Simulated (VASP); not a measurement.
# GaN (F-43m) in VASP: G0W0 quasiparticle levels with PBE

Aim: the G0W0 quasiparticle levels of GaN with PBE.

Everything below comes from runs of VASP 6.6.1. Logs are shortened: lines on timing, memory, paths and dates and some standing lists are left out, and cuts for length are marked.

## 1. The cell of the first run

The structure is cubic, space group F-43m (No. 216). Conventional cell: a = 4.453 Å, b = 4.453 Å, c = 4.453 Å, α = 90.00°, β = 90.00°, γ = 90.00°. Ga (site symmetry -43m) has 4 N at 1.93 Å within 2.6 Å. N (site symmetry -43m) has 4 Ga at 1.93 Å within 2.6 Å.

## 2. G0W0 quasiparticle levels, PBE

Contents of POSCAR:

```
GaN
1.0
    0.0000000000      2.2264630157      2.2264630157
    2.2264630157      0.0000000000      2.2264630157
    2.2264630157      2.2264630157      0.0000000000
Ga N
1 1
Direct
    0.0000000000      0.0000000000      0.0000000000
    0.2500000000      0.2500000000      0.2500000000
```

Contents of INCAR.step1:

```
SYSTEM = GaN
PREC     = Accurate       ! precision mode
ENCUT    = 500            ! plane-wave cutoff, eV
EDIFF    = 1E-8           ! SCF threshold, eV
ISMEAR   = 0              ! smearing method
SIGMA    = 0.01           ! smearing width, eV
LREAL    = .False.        ! projectors in reciprocal space
LASPH    = .True.         ! aspherical terms in the spheres
NELM     = 100            ! most SCF steps
ALGO     = Normal         ! electronic algorithm
LWAVE    = .True.         ! write WAVECAR
LCHARG   = .False.        ! write CHGCAR
GGA      = PE             ! functional
```

Contents of INCAR.step2:

```
SYSTEM = GaN
PREC     = Accurate       ! precision mode
ENCUT    = 500            ! plane-wave cutoff, eV
EDIFF    = 1E-8           ! SCF threshold, eV
ISMEAR   = 0              ! smearing method
SIGMA    = 0.01           ! smearing width, eV
LREAL    = .False.        ! projectors in reciprocal space
LASPH    = .True.         ! aspherical terms in the spheres
NELM     = 1              ! most SCF steps
ALGO     = Exact          ! electronic algorithm
LWAVE    = .True.         ! write WAVECAR
LCHARG   = .False.        ! write CHGCAR
GGA      = PE             ! functional
NBANDS   = 101            ! bands
LOPTICS  = .True.         ! frequency-dependent dielectric function
ISTART   = 1
```

Contents of INCAR.step3:

```
SYSTEM = GaN
PREC     = Accurate       ! precision mode
ENCUT    = 500            ! plane-wave cutoff, eV
EDIFF    = 1E-8           ! SCF threshold, eV
ISMEAR   = 0              ! smearing method
SIGMA    = 0.01           ! smearing width, eV
LREAL    = .False.        ! projectors in reciprocal space
LASPH    = .True.         ! aspherical terms in the spheres
ALGO     = EVGW0          ! electronic algorithm
LWAVE    = .False.        ! write WAVECAR
LCHARG   = .False.        ! write CHGCAR
GGA      = PE             ! functional
NELMGW   = 1            
NBANDS   = 101            ! bands
ENCUTGW  = 150.0          ! cutoff of the response function
NOMEGA   = 96             ! frequency points
PRECFOCK = Fast         
ISTART   = 1            
NBANDSGW = 17           
OMEGAMAX = 20
```

Contents of KPOINTS:

```
regular mesh
0
Gamma
  6 6 6
  0 0 0
```

Potentials or basis: VASP PAW PBE potentials, release 64 (Ga_d_GW, N_GW).

On the command line:

```sh
> cat potpaw_PBE.64/Ga_d_GW/POTCAR potpaw_PBE.64/N_GW/POTCAR > POTCAR
> cp INCAR.step1 INCAR
> mpirun -np 1 vasp_std > vasp.out
> cp INCAR.step2 INCAR
> mpirun -np 1 vasp_std > vasp.out
> cp INCAR.step3 INCAR
> mpirun -np 1 vasp_std > vasp.out
```

OUTCAR:

```text
SYSTEM = GaN
   PREC = Accurate
   ENCUT = 500
   EDIFF = 1E-8
   ISMEAR = 0
   LREAL = .False.
   LASPH = .True.
   GGA = PE
   NELMGW = 1
   ENCUTGW = 150.0
   PRECFOCK = Fast
   ISTART = 1

 ion  position               nearest neighbor table
   1  0.000  0.000  0.000-   2 1.93   2 1.93   2 1.93   2 1.93
   2  0.250  0.250  0.250-   1 1.93   1 1.93   1 1.93   1 1.93

  LATTYP: Found a face centered cubic cell.
 ALAT       =     4.4529260314

  Lattice vectors:

 A1 = (   0.0000000000,   2.2264630157,   2.2264630157)
 A2 = (   2.2264630157,   0.0000000000,   2.2264630157)
 A3 = (   2.2264630157,   2.2264630157,   0.0000000000)

Analysis of symmetry for initial positions (statically):
=====================================================================
 Subroutine PRICEL returns:
 Original cell was already a primitive cell.

 Routine SETGRP: Setting up the symmetry group for a
 face centered cubic supercell.

 Subroutine GETGRP returns: Found 24 space group operations
 (whereof 24 operations were pure point group operations)
 out of a pool of 48 trial point group operations.

The static configuration has the point symmetry T_d .

Analysis of symmetry for dynamics (positions and initial velocities):
=====================================================================
 Subroutine PRICEL returns:
 Original cell was already a primitive cell.

 Routine SETGRP: Setting up the symmetry group for a
 face centered cubic supercell.

 Subroutine GETGRP returns: Found 24 space group operations
 (whereof 24 operations were pure point group operations)
 out of a pool of 48 trial point group operations.

The dynamic configuration has the point symmetry T_d .

 Subroutine INISYM returns: Found 24 space group operations
 (whereof 24 operations are pure point group operations),
 and found     1 'primitive' translations

----------------------------------------------------------------------------------------

                                     Primitive cell

  volume of cell :      22.0738

  direct lattice vectors                    reciprocal lattice vectors
     0.000000000  2.226463016  2.226463016    -0.224571438  0.224571438  0.224571438
     2.226463016  0.000000000  2.226463016     0.224571438 -0.224571438  0.224571438
     2.226463016  2.226463016  0.000000000     0.224571438  0.224571438 -0.224571438

[... 54 lines left out ...]
 -0.333333  0.333333  0.166667     24.000000
 -0.333333  0.500000  0.166667     12.000000
   k-points           NKPTS =     16   k-points in BZ     NKDIM =    216   number of bands    NBANDS=    101
   number of dos      NEDOS =    301   number of ions     NIONS =      2
   total plane-waves  NPLWV =  13824
   dimension x,y,z NGX =    24 NGY =   24 NGZ =   24
   dimension x,y,z NGXF=    48 NGYF=   48 NGZF=   48
   ions per type =               1   1
   NGX,Y,Z   is equivalent  to a cutoff of  12.67, 12.67, 12.67 a.u.
   NGXF,Y,Z  is equivalent  to a cutoff of  25.34, 25.34, 25.34 a.u.
 SYSTEM =  GaN
   PREC   = accura    normal or accurate (medium, high low for compatibility)
   ISTART =      1    job   : 0-new  1-cont  2-samecut
   ICHARG =      0    charge: 1-file 2-atom 10-const
   ISPIN  =      1    spin polarized calculation?
   LNONCOLLINEAR =      F non collinear calculations
   LSORBIT =      F    spin-orbit coupling
   LASPH  =      T    aspherical Exc in radial PAW
   ENCUT  =  500.0 eV  36.75 Ry    6.06 a.u.   5.74  5.74  5.74*2*pi/ulx,y,z
   NELM   =     60;   NELMIN=  2; NELMDL=  0     # of ELM steps
   EDIFF  = 0.1E-07   stopping-criterion for ELM
   LREAL  =      F    real-space projection
   EDIFFG = 0.1E-06   stopping-criterion for IOM
   NSW    =      0    number of steps for IOM
   IBRION =     -1    ionic relax: 0-MD 1-quasi-New 2-CG
   NFREE  =      0    steps in history (QN), initial steepest desc. (CG)
   ISIF   =      0    stress and relaxation
   ISYM   =      3    0-nonsym 1-usesym 2-fastsym
   POTIM  = 0.5000    time-step for ionic-motion
   TEBEG  =    0.0;   TEEND  =   0.0 temperature during run
   PSTRESS=    0.0 pullay stress
   NELECT =      18.0000    total number of electrons
   NUPDOWN=      -1.0000    fix difference up-down
   EMIN   =  10.00;   EMAX   =-10.00  energy-range for DOS
   EFERMI =   0.00;   METHOD = LEGACY
   ISMEAR =     0;   SIGMA  =   0.01  broadening in eV -4-tet -1-fermi 0-gaus
   EFERMI_NEDOS =   21; number of points for ismear=-14 and -15
   IALGO  =     38    algorithm
   IMIX   =      4    mixing-type and parameters
     AMIX     =   0.40;   BMIX     =  1.00
     AMIX_MAG =   1.60;   BMIX_MAG =  1.00
  volume/ion in A,a.u.               =      11.04        74.48
  Fermi-wavevector in a.u.,A,eV,Ry     =   1.529467  2.890274 31.827702  2.339270
  Thomas-Fermi vector in A             =   2.637084
   LORBIT       =      0    0 simple, 1 ext, 2 COOP (PROOUT), +10 PAW based schemes
   GGA     = PE    functional components
   LHFCALC =     T    Hartree Fock is set to
   PRECFOCK=fast      Normal, Fast or Accurate (Low or Medium for compatibility)
   ENCUT4O =  -1.0   cutoff for four orbital integrals eV
   NKREDX  =     1    reduce k-point grid by
   NKREDY  =     1    reduce k-point grid by
   NKREDZ  =     1    reduce k-point grid by
   AEXX    =    1.0000 exact exchange contribution
   HFSCREEN=    0.0000 screening length (either q_TF or 0.3 A-1)
   HFSCREENC=   0.0000 screening length for correlation (either q_TF or 0.3 A-1)
   ENCUTFOCK=  -1.0 apply spherical cutoff to Coloumb kernel
   IVDW    =     0    specifies the selected vdW correction
   LEPSILON=     F    determine dielectric tensor
   LRPA    =     F    only Hartree local field effects (RPA)
   LRPAFORCE           =     F    calculate RPA forces
   ENCUTGW             = 150.0    cutoff for response function in eV
   ENCUTGWSOFT         = 120.0    soft cutoff for Coulomb kernel in GW response function in eV
   ENCUTLF             =  -1.0    cutoff for local field effects
   NELMGW              =     1    number of iterations in solving QP/BSE equation
   NELMHF              =     1    number of iterations in the inner HF iteration
   NKREDLFX            =     1    NKREDLFY  =   1   NKREDLFZ  =   1
 non-spin polarized calculation
 Gauss-broadening in eV      SIGMA  =   0.01
  energy-cutoff  :      500.00
  volume of cell :       22.07
 maximum number of plane-waves:       568
  NGX = 14; NGY = 14; NGZ = 14
   NGX = 11   NGY = 11   NGZ = 11
 maximum number of plane-waves:        95
 NGX is ok and might be reduce to    14

 QP shifts <psi_nk| G(iteration)W_0 |psi_nk>: iteration 1
 for sc-GW calculations column KS-energies equals QP-energies in previous step
 and V_xc(KS)=  KS-energies - (<T + V_ion + V_H > + <T+V_H+V_ion>^1  + <V_x>^1)

 k-point   1 :       0.0000    0.0000    0.0000
  band No.  KS-energies  QP-energies   sigma(KS)   V_xc(KS)     V^pw_x(r,r')   Z            occupation Imag(sigma)

      1     -10.7530     -11.8728     -16.5750     -14.8954     -24.6941       0.6667       2.0000       0.9823
      2      -8.0364     -10.9546     -25.4477     -21.4577     -34.7433       0.7314       2.0000       0.1603
      3      -8.0364     -10.9546     -25.4477     -21.4577     -34.7433       0.7314       2.0000       0.1603
      4      -8.0364     -10.9546     -25.4477     -21.4577     -34.7433       0.7314       2.0000       0.1603
      5      -7.6819     -10.7139     -25.9123     -21.8047     -35.1800       0.7381       2.0000       0.1050
      6      -7.6819     -10.7139     -25.9123     -21.8047     -35.1800       0.7381       2.0000       0.1050
[... 311 lines left out ...]
      3      -7.8109     -10.7940     -25.7566     -21.7005     -35.0928       0.7355       2.0000       0.1440
      4      -7.6925     -10.6967     -25.9289     -21.8533     -35.2754       0.7371       2.0000       0.1357
      5      -7.6395     -10.6699     -25.9550     -21.8521     -35.2527       0.7386       2.0000       0.1111
      6      -5.7554      -7.8096     -22.7039     -19.8943     -30.9463       0.7312       2.0000       0.3716
[... 9 lines left out ...]
     16      29.0653      29.9539     -11.7480     -12.8772      -4.5578       0.7869       0.0000      -1.0675
     17      30.3843      31.3816     -11.4340     -12.6871      -4.6437       0.7959       0.0000      -0.9171
```

OUTCAR.step1:

```text
SYSTEM = GaN
   PREC = Accurate
   ENCUT = 500
   EDIFF = 1E-8
   ISMEAR = 0
   LREAL = .False.
   LASPH = .True.
[... 465 lines left out ...]
      0.00000      0.00000      0.00000         0.000000      0.000000      0.000000
      1.11323      1.11323      1.11323        -0.000000     -0.000000     -0.000000
 -----------------------------------------------------------------------------------
    total drift:                                0.000014      0.000014      0.000014

  FREE ENERGIE OF THE ION-ELECTRON SYSTEM (eV)
  ---------------------------------------------------
  free  energy   TOTEN  =       -12.0955677874 eV

  energy  without entropy=      -12.0955677874  energy(sigma->0) =      -12.09556779
```

Run time: 16 min. Hardware: 1 thread of AMD EPYC 7R43 (Zen 3), shared host; peak memory 0.42 GiB.

Results:

| Property | Result |
| --- | --- |
| Quasiparticle gap | 3.15 eV |
| Least direct quasiparticle gap | 3.15 eV |
| Band gap of the starting levels on the mesh | 1.96 eV |
| Least direct gap of the starting levels on the mesh | 1.96 eV |

Caveat: the k points lie up to 0.41 Å⁻¹ apart; bands, screening cutoff and mesh are small and nothing is extrapolated, so the quasiparticle values aren't converged; the structure was generated, so it needn't be the stable form of GaN.
